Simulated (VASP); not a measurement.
# SnTe in VASP: notebook

The runs below take SnTe through single point, relaxation of cell and atoms, with PBEsol, PBE, PBE+D3(BJ).

All numbers are computed with VASP 6.6.1; they aren't measurements. Logs are shortened: lines on timing, memory, paths and dates and some standing lists are left out, and cuts for length are marked.

## 1. The cell of the first run

Symmetry: Fm-3m, No. 225, cubic system. The conventional cell has a = 6.302 Å, b = 6.302 Å, c = 6.302 Å, α = 90.00°, β = 90.00°, γ = 90.00°. Te (site symmetry m-3m) has 6 Sn at 3.15 Å within 4.1 Å. Within 4.1 Å of Sn (site symmetry m-3m) lie 6 Te at 3.15 Å.

## 2. Single point, PBEsol

File INCAR:

```
SYSTEM = SnTe
PREC = Accurate ; ENCUT = 520
EDIFF = 1E-7 ; ISMEAR = -1
SIGMA = 0.05 ; LREAL = .FALSE.
LASPH = .TRUE. ; NELM = 100
ALGO = Normal ; ISIF = 2
LWAVE = .FALSE. ; LCHARG = .FALSE.
GGA = PS ; NBANDS = 17
```

File KPOINTS:

```
regular mesh
0
G
  7 7 7
  0 0 0
```

File POSCAR:

```
SnTe
1.0
    0.0000000000      3.1508500000      3.1508500000
    3.1508500000      0.0000000000      3.1508500000
    3.1508500000      3.1508500000      0.0000000000
Te Sn
1 1
Direct
    0.5000000000      0.5000000000      0.5000000000
    0.0000000000      0.0000000000      0.0000000000
```

Potentials or basis: VASP PAW PBE potentials, release 64 (Te, Sn_d).

On the command line:

```console
$ cat potpaw_PBE.64/Te/POTCAR potpaw_PBE.64/Sn_d/POTCAR > POTCAR
$ mpirun -np 1 vasp_std > vasp.out
```

OUTCAR:

```text
SYSTEM = SnTe
   PREC = Accurate
   ENCUT = 520
   EDIFF = 1E-7
   ISMEAR = -1
   LREAL = .FALSE.
   LASPH = .TRUE.
   NELM = 100
   ISIF = 2
   GGA = PS

 ion  position               nearest neighbor table
   1  0.500  0.500  0.500-   2 3.15   2 3.15   2 3.15   2 3.15   2 3.15   2 3.15
   2  0.000  0.000  0.000-   1 3.15   1 3.15   1 3.15   1 3.15   1 3.15   1 3.15

  LATTYP: Found a face centered cubic cell.
 ALAT       =     6.3017000000

  Lattice vectors:

 A1 = (   0.0000000000,   3.1508500000,   3.1508500000)
 A2 = (   3.1508500000,   0.0000000000,   3.1508500000)
 A3 = (   3.1508500000,   3.1508500000,   0.0000000000)

Analysis of symmetry for initial positions (statically):
[... 33 lines left out ...]
                                     Primitive cell

  volume of cell :      62.5624

  direct lattice vectors                    reciprocal lattice vectors
     0.000000000  3.150850000  3.150850000    -0.158687338  0.158687338  0.158687338
     3.150850000  0.000000000  3.150850000     0.158687338 -0.158687338  0.158687338
     3.150850000  3.150850000  0.000000000     0.158687338  0.158687338 -0.158687338

  length of vectors
     4.455974803  4.455974803  4.455974803     0.274854533  0.274854533  0.274854533

  position of ions in fractional coordinates (direct lattice)
     0.500000000  0.500000000  0.500000000
     0.000000000  0.000000000  0.000000000

  ion indices of the primitive-cell ions
   primitive index   ion index
                 1           1
                 2           2

----------------------------------------------------------------------------------------

 KPOINTS: regular mesh

Automatic generation of k-mesh.
 Grid dimensions read from file:
 generate k-points for:    7    7    7

 Generating k-lattice:

  Cartesian coordinates                     Fractional coordinates (reciprocal lattice)
    -0.022669620  0.022669620  0.022669620     0.142857143  0.000000000  0.000000000
     0.022669620 -0.022669620  0.022669620     0.000000000  0.142857143  0.000000000
     0.022669620  0.022669620 -0.022669620     0.000000000  0.000000000  0.142857143

  Length of vectors
     0.039264933  0.039264933  0.039264933

  Shift w.r.t. Gamma in fractional coordinates (k-lattice)
     0.000000000  0.000000000  0.000000000

 Subroutine IBZKPT returns following result:
 ===========================================

 Found     20 irreducible k-points:

 Following reciprocal coordinates:
            Coordinates               Weight
  0.000000  0.000000  0.000000      1.000000
  0.142857  0.000000  0.000000      8.000000
  0.285714  0.000000  0.000000      8.000000
  0.428571  0.000000  0.000000      8.000000
  0.142857  0.142857  0.000000      6.000000
  0.285714  0.142857  0.000000     24.000000
[... 12 lines left out ...]
 -0.428571  0.428571  0.142857     24.000000
 -0.285714  0.428571  0.142857     24.000000
   k-points           NKPTS =     20   k-points in BZ     NKDIM =     20   number of bands    NBANDS=     17
   number of dos      NEDOS =    301   number of ions     NIONS =      2
   total plane-waves  NPLWV =  46656
   dimension x,y,z NGX =    36 NGY =   36 NGZ =   36
   dimension x,y,z NGXF=    72 NGYF=   72 NGZF=   72
   ions per type =               1   1
   NGX,Y,Z   is equivalent  to a cutoff of  13.43, 13.43, 13.43 a.u.
   NGXF,Y,Z  is equivalent  to a cutoff of  26.86, 26.86, 26.86 a.u.
 SYSTEM =  SnTe
   PREC   = accura    normal or accurate (medium, high low for compatibility)
   ISTART =      0    job   : 0-new  1-cont  2-samecut
   ICHARG =      2    charge: 1-file 2-atom 10-const
   ISPIN  =      1    spin polarized calculation?
   LNONCOLLINEAR =      F non collinear calculations
   LSORBIT =      F    spin-orbit coupling
   LASPH  =      T    aspherical Exc in radial PAW
   ENCUT  =  520.0 eV  38.22 Ry    6.18 a.u.   8.29  8.29  8.29*2*pi/ulx,y,z
   NELM   =    100;   NELMIN=  2; NELMDL= -5     # of ELM steps
   EDIFF  = 0.1E-06   stopping-criterion for ELM
   LREAL  =      F    real-space projection
   EDIFFG = 0.1E-05   stopping-criterion for IOM
   NSW    =      0    number of steps for IOM
   IBRION =     -1    ionic relax: 0-MD 1-quasi-New 2-CG
   NFREE  =      0    steps in history (QN), initial steepest desc. (CG)
   ISIF   =      2    stress and relaxation
   ISYM   =      2    0-nonsym 1-usesym 2-fastsym
   POTIM  = 0.5000    time-step for ionic-motion
   TEBEG  =    0.0;   TEEND  =   0.0 temperature during run
   PSTRESS=    0.0 pullay stress
   NELECT =      20.0000    total number of electrons
   NUPDOWN=      -1.0000    fix difference up-down
   EMIN   =  10.00;   EMAX   =-10.00  energy-range for DOS
   EFERMI =   0.00;   METHOD = LEGACY
   ISMEAR =    -1;   SIGMA  =   0.05  broadening in eV -4-tet -1-fermi 0-gaus
   EFERMI_NEDOS =   21; number of points for ismear=-14 and -15
   IALGO  =     38    algorithm
   IMIX   =      4    mixing-type and parameters
     AMIX     =   0.40;   BMIX     =  1.00
     AMIX_MAG =   1.60;   BMIX_MAG =  1.00
  volume/ion in A,a.u.               =      31.28       211.10
  Fermi-wavevector in a.u.,A,eV,Ry     =   1.119387  2.115336 17.048485  1.253028
  Thomas-Fermi vector in A             =   2.256026
   LORBIT       =      0    0 simple, 1 ext, 2 COOP (PROOUT), +10 PAW based schemes
   GGA     = PS    functional components
   LHFCALC =     F    Hartree Fock is set to
   AEXX    =    0.0000 exact exchange contribution
   IVDW    =     0    specifies the selected vdW correction
   LEPSILON=     F    determine dielectric tensor
   LRPA    =     F    only Hartree local field effects (RPA)
 non-spin polarized calculation
  energy-cutoff  :      520.00
  volume of cell :       62.56
 maximum number of plane-waves:      1705
 NGX is ok and might be reduce to    36
   NGX = 17   NGY = 17   NGZ = 17

 number of electron      19.9999998 magnetization

 Free energy of the ion-electron system (eV)
  ---------------------------------------------------
  ext. energy  EPLUGINS =         0.00000000
  ---------------------------------------------------
  free energy    TOTEN  =        -8.34444634 eV

  energy without entropy =       -8.34437605  energy(sigma->0) =       -8.34441120

 E-fermi :   6.8409     XC(G=0):  -9.6552

 val. band max:        6.5204004763   @ k =   0.4286   0.0000   0.0000
 cond. band min:       7.1829704949   @ k =   0.4286   0.0000   0.0000
 fundamental gap:      0.6625700186
 Fermi energy:         6.8409032195

 k-point     1 :       0.0000    0.0000    0.0000
  band No.  band energies     occupation
      1     -14.9795      2.00000
      2     -14.9795      2.00000
      3     -14.9723      2.00000
      4     -14.9723      2.00000
      5     -14.9723      2.00000
      6      -6.0209      2.00000
[... 9 lines left out ...]
     16      11.5182      0.00000
     17      13.4889      0.00000

 k-point     2 :       0.1429    0.0000    0.0000
  band No.  band energies     occupation
      1     -14.9803      2.00000
      2     -14.9803      2.00000
      3     -14.9720      2.00000
      4     -14.9712      2.00000
      5     -14.9712      2.00000
      6      -5.8494      2.00000
[... 9 lines left out ...]
     16      11.9360      0.00000
     17      14.8659      0.00000

 k-point     3 :       0.2857    0.0000    0.0000
  band No.  band energies     occupation
      1     -14.9825      2.00000
      2     -14.9825      2.00000
      3     -14.9713      2.00000
      4     -14.9682      2.00000
      5     -14.9682      2.00000
      6      -5.3794      2.00000
[... 9 lines left out ...]
     16      13.0826      0.00000
     17      17.2645      0.00000

 k-point     4 :       0.4286    0.0000    0.0000
  band No.  band energies     occupation
      1     -14.9845      2.00000
      2     -14.9845      2.00000
      3     -14.9708      2.00000
      4     -14.9656      2.00000
      5     -14.9656      2.00000
      6      -4.8397      2.00000
[... 9 lines left out ...]
     16      14.8312      0.00000
     17      16.2827      0.00000

 k-point     5 :       0.1429    0.1429    0.0000
  band No.  band energies     occupation
      1     -14.9824      2.00000
      2     -14.9786      2.00000
      3     -14.9731      2.00000
      4     -14.9703      2.00000
      5     -14.9703      2.00000
      6      -5.7930      2.00000
[... 9 lines left out ...]
     16      12.6157      0.00000
     17      13.8965      0.00000

 k-point     6 :       0.2857    0.1429    0.0000
  band No.  band energies     occupation
      1     -14.9852      2.00000
      2     -14.9791      2.00000
      3     -14.9729      2.00000
      4     -14.9682      2.00000
      5     -14.9675      2.00000
      6      -5.4236      2.00000
[... 9 lines left out ...]
     16      13.7878      0.00000
     17      15.3525      0.00000
[... 201 lines left out ...]
 k-point    17 :       0.4286    0.2857    0.1429
  band No.  band energies     occupation
      1     -14.9879      2.00000
      2     -14.9795      2.00000
      3     -14.9725      2.00000
      4     -14.9660      2.00000
      5     -14.9658      2.00000
      6      -5.0158      2.00000
[... 9 lines left out ...]
     16      15.1233      0.00000
     17      15.9535      0.00000

 k-point    18 :      -0.4286    0.2857    0.1429
  band No.  band energies     occupation
      1     -14.9889      2.00000
      2     -14.9811      2.00000
      3     -14.9701      2.00000
      4     -14.9668      2.00000
      5     -14.9637      2.00000
      6      -4.5844      2.00000
[... 9 lines left out ...]
     16      15.5548      0.00000
     17      16.7709      0.00000

 k-point    19 :      -0.4286    0.4286    0.1429
  band No.  band energies     occupation
      1     -14.9935      2.00000
      2     -14.9776      2.00000
      3     -14.9734      2.00000
      4     -14.9643      2.00000
      5     -14.9618      2.00000
      6      -4.4673      2.00000
[... 9 lines left out ...]
     16      16.4164      0.00000
     17      17.3580      0.00000

 k-point    20 :      -0.2857    0.4286    0.1429
  band No.  band energies     occupation
      1     -14.9915      2.00000
      2     -14.9797      2.00000
      3     -14.9702      2.00000
      4     -14.9672      2.00000
      5     -14.9618      2.00000
      6      -4.3780      2.00000
[... 9 lines left out ...]
     16      16.5681      0.00000
     17      17.2112      0.00000

------------------------ aborting loop because EDIFF is reached ----------------------------------------

  FORCE on cell =-STRESS in cart. coord.  units (eV):
  Direction    XX          YY          ZZ          XY          YZ          ZX
  --------------------------------------------------------------------------------------
  -------------------------------------------------------------------------------------
  Total       -0.1457789     -0.1457789     -0.1457789      0.0000000      0.0000000      0.0000000
  in kB       -3.7332924     -3.7332924     -3.7332924      0.0000000      0.0000000      0.0000000
  external PRESSURE =      -3.7332924 kB  Pullay stress =       0.0000000 kB

 VOLUME and BASIS-vectors are now :
 -----------------------------------------------------------------------------
  energy-cutoff  :      520.00
  volume of cell :       62.56
      direct lattice vectors                 reciprocal lattice vectors
     0.000000000  3.150850000  3.150850000    -0.158687338  0.158687338  0.158687338
     3.150850000  0.000000000  3.150850000     0.158687338 -0.158687338  0.158687338
     3.150850000  3.150850000  0.000000000     0.158687338  0.158687338 -0.158687338

 POSITION                                       TOTAL-FORCE (eV/Angst)
 -----------------------------------------------------------------------------------
      3.15085      3.15085      3.15085         0.000000      0.000000      0.000000
      0.00000      0.00000      0.00000        -0.000000     -0.000000     -0.000000
 -----------------------------------------------------------------------------------
    total drift:                               -0.000000      0.000000      0.000000

  FREE ENERGIE OF THE ION-ELECTRON SYSTEM (eV)
  ---------------------------------------------------
  free  energy   TOTEN  =        -8.3444463442 eV

  energy  without entropy=       -8.3443760472  energy(sigma->0) =       -8.34441120
```

Run time: 20 s. Hardware: 1 thread of Intel Xeon 6975P-C (Granite Rapids), shared host; peak memory 0.19 GiB.

Results:

| Property | Result |
| --- | --- |
| Free energy | -8.3444 eV |
| Pressure | -0.4 GPa |

Caveat: this odd mesh misses L, where the gap lies, so gap, dielectric constants and Born charges aren't listed; the PAW data sets were made with another functional, which shifts forces and pressure a little; spin-orbit coupling is left out, which moves the levels of the heavy elements.

## 3. Single point, PBE

File INCAR:

```
  PREC = Accurate
  ENCUT = 520
  EDIFF = 1E-6
  ISMEAR = -1
  SIGMA = 0.05
  LREAL = False
  LASPH = True
  NELM = 100
  ALGO = Normal
  ISIF = 2
  LWAVE = False
  LCHARG = False
  GGA = PE
  NBANDS = 17
```

File KPOINTS:

```
regular mesh
0
Gamma
  4 4 4
```

File POSCAR:

```
SnTe
1.0
    0.0000000000      3.1508500000      3.1508500000
    3.1508500000      0.0000000000      3.1508500000
    3.1508500000      3.1508500000      0.0000000000
Te Sn
1 1
Direct
    0.4917300000      0.4957840000      0.5146520000
   -0.0199200000      0.0047730000      0.0104450000
```

Potentials or basis: VASP PAW PBE potentials, release 64 (Te, Sn_d).

On the command line:

```console
$ cat potpaw_PBE.64/Te/POTCAR potpaw_PBE.64/Sn_d/POTCAR > POTCAR
$ mpirun -np 1 vasp_std > vasp.out
```

OUTCAR:

```text
PREC = Accurate
   ENCUT = 520
   EDIFF = 1E-6
   ISMEAR = -1
   LREAL = False
   LASPH = True
   NELM = 100
   ISIF = 2
   GGA = PE

 ion  position               nearest neighbor table
   1  0.492  0.496  0.515-   2 3.10   2 3.14   2 3.14   2 3.16   2 3.17   2 3.20
   2  0.980  0.005  0.010-   1 3.10   1 3.14   1 3.14   1 3.16   1 3.17   1 3.20

  LATTYP: Found a face centered cubic cell.
 ALAT       =     6.3017000000

  Lattice vectors:

 A1 = (   0.0000000000,   3.1508500000,   3.1508500000)
 A2 = (   3.1508500000,   0.0000000000,   3.1508500000)
 A3 = (   3.1508500000,   3.1508500000,   0.0000000000)

Analysis of symmetry for initial positions (statically):
=====================================================================
 Subroutine PRICEL returns:
 Original cell was already a primitive cell.

 Routine SETGRP: Setting up the symmetry group for a
 face centered cubic supercell.

 Subroutine GETGRP returns: Found  1 space group operations
 (whereof  1 operations were pure point group operations)
 out of a pool of 48 trial point group operations.

The static configuration has the point symmetry C_1 .
[... 158 lines left out ...]

  energy without entropy =       -7.54227734  energy(sigma->0) =       -7.54536035

 E-fermi :   6.9948     XC(G=0):  -9.5119

 val. band max:        6.9422422499   @ k =   0.0000   0.0000   0.5000
 cond. band min:       7.0480474511   @ k =   0.0000   0.0000   0.5000
 fundamental gap:      0.1058052012
 Fermi energy:         6.9947887672

 k-point     1 :       0.0000    0.0000    0.0000
  band No.  band energies     occupation
      1     -14.9868      2.00000
      2     -14.9859      2.00000
      3     -14.9792      2.00000
      4     -14.9792      2.00000
      5     -14.9786      2.00000
      6      -5.8734      2.00000
[... 457 lines left out ...]
      4     -14.9721      2.00000
      5     -14.9706      2.00000
      6      -4.4677      2.00000
[... 9 lines left out ...]
     16      16.1007      0.00000
     17      17.0057      0.00000

 [... further k-points ...]

------------------------ aborting loop because EDIFF is reached ----------------------------------------

  FORCE on cell =-STRESS in cart. coord.  units (eV):
  Direction    XX          YY          ZZ          XY          YZ          ZX
  --------------------------------------------------------------------------------------
  -------------------------------------------------------------------------------------
  Total        0.7091228      0.7249346      0.7081679     -0.0013951      0.0007897     -0.0004158
  in kB       18.1601261     18.5650539     18.1356719     -0.0357273      0.0202240     -0.0106487
  external PRESSURE =      18.2869506 kB  Pullay stress =       0.0000000 kB

 VOLUME and BASIS-vectors are now :
 -----------------------------------------------------------------------------
  energy-cutoff  :      520.00
  volume of cell :       62.56
      direct lattice vectors                 reciprocal lattice vectors
     0.000000000  3.150850000  3.150850000    -0.158687338  0.158687338  0.158687338
     3.150850000  0.000000000  3.150850000     0.158687338 -0.158687338  0.158687338
     3.150850000  3.150850000  0.000000000     0.158687338  0.158687338 -0.158687338

 POSITION                                       TOTAL-FORCE (eV/Angst)
 -----------------------------------------------------------------------------------
      3.18373      3.17096      3.11151        -0.016564      0.066470      0.009161
      0.04795      3.12100      3.10312         0.016564     -0.066470     -0.009161
 -----------------------------------------------------------------------------------
    total drift:                                0.000049      0.000000     -0.000032

  FREE ENERGIE OF THE ION-ELECTRON SYSTEM (eV)
  ---------------------------------------------------
  free  energy   TOTEN  =        -7.5484433717 eV

  energy  without entropy=       -7.5422773382  energy(sigma->0) =       -7.54536035
```

stdout:

```text
POSCAR found type information on POSCAR TeSn
 POSCAR found :  2 types and       2 ions
 scaLAPACK will be used
 LDA part: xc-table for (Slater+PW92), standard interpolation
 POSCAR, INCAR and KPOINTS ok, starting setup
 FFT: planning ... GRIDC
 FFT: planning ... GRID_SOFT
 FFT: planning ... GRID
 WAVECAR not read
 entering main loop
```

It took 15 s on 1 thread of Intel Xeon 6975P-C (Granite Rapids), shared host; peak memory 0.21 GiB.

Results:

```
Free energy            : -7.5484 eV
Pressure               : 1.8 GPa
Largest force          : 0.069 eV/Å
Band gap on the k mesh : 0.11 eV, direct
```

Forces on the atoms (eV/Å):
```
Te  -0.017  0.066  0.009
Sn   0.017 -0.066 -0.009
```

Caveat: the k points lie up to 0.43 Å⁻¹ apart; spin-orbit coupling is left out, which moves the levels of the heavy elements. A k mesh can miss the band edges.

(Part 1 of 2 ends here.)
